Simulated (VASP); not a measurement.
# Cl2CH2 in VASP: further runs

Runs on Cl2CH2. Level: PBE+D3(BJ). Tasks: single point, relaxation of the atoms.

Program: VASP 6.6.1. These are calculated values, not measurements. Logs are shortened: lines on timing, memory, paths and dates and some standing lists are left out, and cuts for length are marked.

### 1 The cell of the first run

The cell holds a molecule in a box, 5 atoms: a = 14.000 Å, b = 14.500 Å, c = 15.000 Å, α = 90.00°, β = 90.00°, γ = 90.00°.

### 2 Single point, PBE+D3(BJ)

The input, INCAR:

```
PREC = Accurate
ENCUT = 520
EDIFF = 1E-6
ISMEAR = 0
SIGMA = 0.005
LREAL = F
LASPH = T
NELM = 80
ALGO = Normal
ISIF = 2
LWAVE = F
LCHARG = F
GGA = PE
IVDW = 12
NBANDS = 18
ISYM = 0
```

The input, KPOINTS:

```
Automatic mesh
0
Gamma
  1 1 1
```

The input, POSCAR:

```
H2CCl2
1.0
   14.0000000000      0.0000000000      0.0000000000
    0.0000000000     14.5000000000      0.0000000000
    0.0000000000      0.0000000000     15.0000000000
Cl C H
2 1 2
Direct
    0.3933529893      0.5580963980      0.4941203589
    0.6052838578      0.5541162282      0.4936881135
    0.4979639489      0.4885216917      0.4975692500
    0.4973354178      0.4499171078      0.5600612014
    0.4969211793      0.4429457777      0.4396363747
```

Potentials or basis: VASP PAW PBE potentials, release 64 (Cl, C, H).

The run is started by

```console
$ cat potpaw_PBE.64/Cl/POTCAR potpaw_PBE.64/C/POTCAR potpaw_PBE.64/H/POTCAR > POTCAR
$ mpirun -np 1 vasp_gam > vasp.out
```

OUTCAR:

```text
PREC = Accurate
   ENCUT = 520
   EDIFF = 1E-6
   ISMEAR = 0
   LREAL = F
   LASPH = T
   NELM = 80
   ISIF = 2
   GGA = PE
   IVDW = 12
   ISYM = 0
 IVDW          = 12

 ion  position               nearest neighbor table
   1  0.393  0.558  0.494-   3 1.78
   2  0.605  0.554  0.494-   3 1.78
   3  0.498  0.489  0.498-   5 1.09   4 1.09   1 1.78   2 1.78
   4  0.497  0.450  0.560-   3 1.09
   5  0.497  0.443  0.440-   3 1.09

IMPORTANT INFORMATION: All symmetrisations will be switched off!
NOSYMM: (Re-)initialisation of all symmetry stuff for point group C_1.

----------------------------------------------------------------------------------------

                                     Primitive cell

  volume of cell :    3045.0000

  direct lattice vectors                    reciprocal lattice vectors
    14.000000000  0.000000000  0.000000000     0.071428571  0.000000000  0.000000000
     0.000000000 14.500000000  0.000000000     0.000000000  0.068965517  0.000000000
     0.000000000  0.000000000 15.000000000     0.000000000  0.000000000  0.066666667

  length of vectors
    14.000000000 14.500000000 15.000000000     0.071428571  0.068965517  0.066666667

  position of ions in fractional coordinates (direct lattice)
     0.393352989  0.558096398  0.494120359
     0.605283858  0.554116228  0.493688113
     0.497963949  0.488521692  0.497569250
     0.497335418  0.449917108  0.560061201
     0.496921179  0.442945778  0.439636375

  ion indices of the primitive-cell ions
   primitive index   ion index
                 1           1
                 2           2
                 3           3
                 4           4
                 5           5

----------------------------------------------------------------------------------------

 KPOINTS: Automatic mesh

Automatic generation of k-mesh.
 Grid dimensions read from file:
 generate k-points for:    1    1    1

 Generating k-lattice:

  Cartesian coordinates                     Fractional coordinates (reciprocal lattice)
     0.071428571  0.000000000  0.000000000     1.000000000  0.000000000  0.000000000
     0.000000000  0.068965517  0.000000000     0.000000000  1.000000000  0.000000000
     0.000000000  0.000000000  0.066666667     0.000000000  0.000000000  1.000000000

  Length of vectors
     0.071428571  0.068965517  0.066666667

  Shift w.r.t. Gamma in fractional coordinates (k-lattice)
     0.000000000  0.000000000  0.000000000

 Subroutine IBZKPT returns following result:
 ===========================================

 Found      1 irreducible k-points:

 Following reciprocal coordinates:
            Coordinates               Weight
  0.000000  0.000000  0.000000      1.000000
   k-points           NKPTS =      1   k-points in BZ     NKDIM =      1   number of bands    NBANDS=     18
   number of dos      NEDOS =    301   number of ions     NIONS =      5
   total plane-waves  NPLWV = ******
   dimension x,y,z NGX =   108 NGY =  108 NGZ =  112
   dimension x,y,z NGXF=   216 NGYF=  216 NGZF=  224
   ions per type =               2   1   2
   NGX,Y,Z   is equivalent  to a cutoff of  12.82, 12.38, 12.41 a.u.
   NGXF,Y,Z  is equivalent  to a cutoff of  25.65, 24.76, 24.83 a.u.
 SYSTEM =  unknown system
   PREC   = accura    normal or accurate (medium, high low for compatibility)
   ISTART =      0    job   : 0-new  1-cont  2-samecut
   ICHARG =      2    charge: 1-file 2-atom 10-const
   ISPIN  =      1    spin polarized calculation?
   LNONCOLLINEAR =      F non collinear calculations
   LSORBIT =      F    spin-orbit coupling
   LASPH  =      T    aspherical Exc in radial PAW
   ENCUT  =  520.0 eV  38.22 Ry    6.18 a.u.  26.03 26.96 27.89*2*pi/ulx,y,z
   NELM   =     80;   NELMIN=  2; NELMDL= -5     # of ELM steps
   EDIFF  = 0.1E-05   stopping-criterion for ELM
   LREAL  =      F    real-space projection
   EDIFFG = 0.1E-04   stopping-criterion for IOM
   NSW    =      0    number of steps for IOM
   IBRION =     -1    ionic relax: 0-MD 1-quasi-New 2-CG
   NFREE  =      0    steps in history (QN), initial steepest desc. (CG)
   ISIF   =      2    stress and relaxation
   ISYM   =      0    0-nonsym 1-usesym 2-fastsym
   POTIM  = 0.5000    time-step for ionic-motion
   TEBEG  =    0.0;   TEEND  =   0.0 temperature during run
   PSTRESS=    0.0 pullay stress
   NELECT =      20.0000    total number of electrons
   NUPDOWN=      -1.0000    fix difference up-down
   EMIN   =  10.00;   EMAX   =-10.00  energy-range for DOS
   EFERMI =   0.00;   METHOD = LEGACY
   ISMEAR =     0;   SIGMA  =   0.01  broadening in eV -4-tet -1-fermi 0-gaus
   EFERMI_NEDOS =   21; number of points for ismear=-14 and -15
   IALGO  =     38    algorithm
   IMIX   =      4    mixing-type and parameters
     AMIX     =   0.40;   BMIX     =  1.00
     AMIX_MAG =   1.60;   BMIX_MAG =  1.00
  volume/ion in A,a.u.               =     609.00      4109.73
  Fermi-wavevector in a.u.,A,eV,Ry     =   0.306588  0.579368  1.278899  0.093996
  Thomas-Fermi vector in A             =   1.180679
   LORBIT       =      0    0 simple, 1 ext, 2 COOP (PROOUT), +10 PAW based schemes
   GGA     = PE    functional components
   LHFCALC =     F    Hartree Fock is set to
   AEXX    =    0.0000 exact exchange contribution
   IVDW    =    12    specifies the selected vdW correction
   LEPSILON=     F    determine dielectric tensor
   LRPA    =     F    only Hartree local field effects (RPA)
 non-spin polarized calculation
 Gauss-broadening in eV      SIGMA  =   0.01
  energy-cutoff  :      520.00
  volume of cell :     3045.00
 maximum number of plane-waves:     40942
 NGX is ok and might be reduce to   108
   NGX = 53   NGY = 53   NGZ = 55

 number of electron      20.0000002 magnetization

 Free energy of the ion-electron system (eV)
  ---------------------------------------------------
  ext. energy  EPLUGINS =         0.00000000
  ---------------------------------------------------
  free energy    TOTEN  =       -20.84282130 eV

  energy without entropy =      -20.84282130  energy(sigma->0) =      -20.84282130

 E-fermi :  -7.1332     XC(G=0):  -0.4332

 val. band max:       -7.1810850942   @ k =   0.0000   0.0000   0.0000
 cond. band min:      -1.3682412836   @ k =   0.0000   0.0000   0.0000
 fundamental gap:      5.8128438106
 Fermi energy:        -7.1332132059

 k-point     1 :       0.0000    0.0000    0.0000
  band No.  band energies     occupation
      1     -22.5068      2.00000
      2     -20.6306      2.00000
      3     -16.4055      2.00000
      4     -12.0468      2.00000
      5     -11.3225      2.00000
      6     -11.0416      2.00000
      7      -7.8818      2.00000
      8      -7.7751      2.00000
      9      -7.3774      2.00000
     10      -7.1811      2.00000
     11      -1.3682      0.00000
     12      -0.4551      0.00000
     13      -0.4114      0.00000
     14       0.2857      0.00000
     15       0.3439      0.00000
     16       0.5107      0.00000
     17       0.6639      0.00000
     18       0.6753      0.00000

------------------------ aborting loop because EDIFF is reached ----------------------------------------

 Edisp (eV)   -0.09771

 E8    (eV) :    -0.0334

  FORCE on cell =-STRESS in cart. coord.  units (eV):
  Direction    XX          YY          ZZ          XY          YZ          ZX
  --------------------------------------------------------------------------------------
  -------------------------------------------------------------------------------------
  Total      -0.30855    -0.15754    -0.03498     0.00361     0.00678     0.00114
  in kB      -0.16235    -0.08289    -0.01841     0.00190     0.00357     0.00060
  external pressure =       -0.09 kB  Pullay stress =        0.00 kB

 VOLUME and BASIS-vectors are now :
 -----------------------------------------------------------------------------
  energy-cutoff  :      520.00
  volume of cell :     3045.00
      direct lattice vectors                 reciprocal lattice vectors
    14.000000000  0.000000000  0.000000000     0.071428571  0.000000000  0.000000000
     0.000000000 14.500000000  0.000000000     0.000000000  0.068965517  0.000000000
     0.000000000  0.000000000 15.000000000     0.000000000  0.000000000  0.066666667

 POSITION                                       TOTAL-FORCE (eV/Angst)
 -----------------------------------------------------------------------------------
      5.50694      8.09240      7.41181         0.083041     -0.054848      0.002642
      8.47397      8.03469      7.40532        -0.085046     -0.051205      0.003510
      6.97150      7.08356      7.46354         0.003309      0.125148     -0.007455
      6.96270      6.52380      8.40092        -0.000366     -0.008435      0.014551
      6.95690      6.42271      6.59455        -0.000938     -0.010661     -0.013248
 -----------------------------------------------------------------------------------
    total drift:                                0.000177     -0.000071     -0.000225

  FREE ENERGIE OF THE ION-ELECTRON SYSTEM (eV)
  ---------------------------------------------------
  free  energy   TOTEN  =       -20.9405316373 eV

  energy  without entropy=      -20.9405316373  energy(sigma->0) =      -20.94053164
```

Wall time 2.3 min (1 thread of Intel Xeon 6975P-C (Granite Rapids), shared host); peak memory 1.9 GiB.

Results:

* Free energy: -20.9405 eV
* Largest force: 0.125 eV/Å
* Gap between the frontier levels: 5.81 eV
* Dispersion energy per atom: -0.020 eV

Forces on the atoms (eV/Å):
```
Cl   0.083 -0.055  0.003
Cl  -0.085 -0.051  0.004
C    0.003  0.125 -0.007
H    0.000 -0.008  0.015
H   -0.001 -0.011 -0.013
```

### 3 Relaxation of the atoms, PBE+D3(BJ)

The input, INCAR:

```
SYSTEM = H2CCl2
PREC = Accurate
ENCUT = 520
EDIFF = 1E-7
ISMEAR = 0
SIGMA = 0.005
LREAL = .False.
LASPH = .True.
NELM = 80
ALGO = Normal
ISIF = 2
LWAVE = .False.
LCHARG = .False.
GGA = PE
IVDW = 12
IBRION = 2
NSW = 100
EDIFFG = -0.01
ISYM = 0
```

The input, KPOINTS:

```
Automatic mesh
0
Gamma
  1 1 1
  0 0 0
```

The input, POSCAR:

```
H2CCl2
1.0
   14.0000000000      0.0000000000      0.0000000000
    0.0000000000     14.5000000000      0.0000000000
    0.0000000000      0.0000000000     15.0000000000
Cl C H
2 1 2
Direct
    0.3962747331      0.5597001855      0.4944497760
    0.6037252669      0.5567428027      0.4941357799
    0.4970044157      0.4886050918      0.4964897425
    0.4972952345      0.4482493090      0.5592365442
    0.4965577429      0.4402998145      0.4407634558
```

Potentials or basis: VASP PAW PBE potentials, release 64 (Cl, C, H).

The run is started by

```console
$ cat potpaw_PBE.64/Cl/POTCAR potpaw_PBE.64/C/POTCAR potpaw_PBE.64/H/POTCAR > POTCAR
$ mpirun -np 1 vasp_gam > vasp.out
```

Wall time 25 min (1 thread of Intel Xeon 6975P-C (Granite Rapids), shared host); peak memory 1.9 GiB.

The run converged. Its results:

| Item | Value |
| --- | --- |
| Free energy | -20.9410 eV |
| Energy gained by relaxing | 6.3 meV/atom |
| Ionic steps | 16 |
| Largest force after relaxing | 0.008 eV/Å |
| Gap between the frontier levels | 5.84 eV |
| Dispersion energy per atom | -0.020 eV |

Forces on the atoms (eV/Å):
```
Cl   0.003  0.000  0.000
Cl  -0.001  0.000  0.001
C   -0.004  0.001  0.007
H    0.001  0.003 -0.001
H    0.001 -0.004 -0.006
```

The path:
```
step  energy change (eV)  largest force (eV/Å)  pressure (GPa)
   1              0.0000                0.9107            0.00
   2              0.0191                2.0664            0.00
   3             -0.0146                0.3342            0.00
   4             -0.0234                0.3581            0.00
   5             -0.0234                0.3273            0.00
   6             -0.0293                0.2094            0.00
   7             -0.0297                0.2819            0.00
   8             -0.0296                0.3526            0.00
   9             -0.0315                0.0595            0.00
  10             -0.0316                0.0979            0.00
  11             -0.0316                0.0611            0.00
  12             -0.0317                0.0207            0.00
  13             -0.0317                0.0176            0.00
  14             -0.0317                0.0155            0.00
  15             -0.0317                0.0107            0.00
  16             -0.0317                0.0079            0.00
```

Final structure:
```
Cl C H
1.0
    14.00000    0.00000    0.00000
     0.00000   14.50000    0.00000
     0.00000    0.00000   15.00000
Cl C H
2 1 2
Direct
  0.39361 0.55803 0.49412
  0.60505 0.55402 0.49368
  0.49798 0.48868 0.49756
  0.49732 0.44991 0.56003
  0.49689 0.44296 0.43969
```

Levels at points of the mesh, in eV from the valence-band top:
```
           k point  band 6  band 7  band 8  band 9  band 10  band 11  band 12  band 13  band 14
(0.00, 0.00, 0.00)   -3.89   -0.71   -0.61   -0.21     0.00     5.84     6.72     6.79     7.46
```
